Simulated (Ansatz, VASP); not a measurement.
MoPb: VASP beside Ansatz

```
Mo Pb
1.0
     3.33877    0.00000    0.00000
     0.00000    3.33877    0.00000
     0.00000    0.00000    3.34645
Mo Pb
1 1
Direct
  0.00000 0.00000 0.00000
  0.50000 0.50000 0.50000
```

Change from the starting cell: volume scaled by 0.96, PAW files.

Alike in both runs: task electric field gradients; functional r2SCAN; k mesh 11 × 11 × 8; occupations fermi-dirac, width 0.05 eV; no spin polarisation.

|  | VASP | Ansatz |
| --- | --- | --- |
| version | VASP 6.6.1 | Ansatz 0.2.0 |
| potentials or method | VASP PAW PBE potentials, release 64 (Mo_sv, Pb_d) | PAW with Ansatz's default frozen-core files, scalar-relativistic |
| plane-wave cutoff (eV) | 520 | 500 |
| valence electrons in the cell | 28 | 28 |

Ansatz gave:

| Quantity | Value |
| --- | --- |
| pressure (GPa) | 6.5 |
| traceless stress, the component that is largest in VASP (GPa) | -0.17 |
| size of Vzz on the site where it differs most (V/Å²) | 1.4 |

Problem. What did VASP give for the same quantities?

Solution. Pressure (GPa): 7.1; traceless stress, the component that is largest in VASP (GPa): -0.14; size of Vzz on the site where it differs most (V/Å²): 2.2.

VASP's potentials were made for PBE, not for r2SCAN.

Spin-orbit coupling is off throughout.
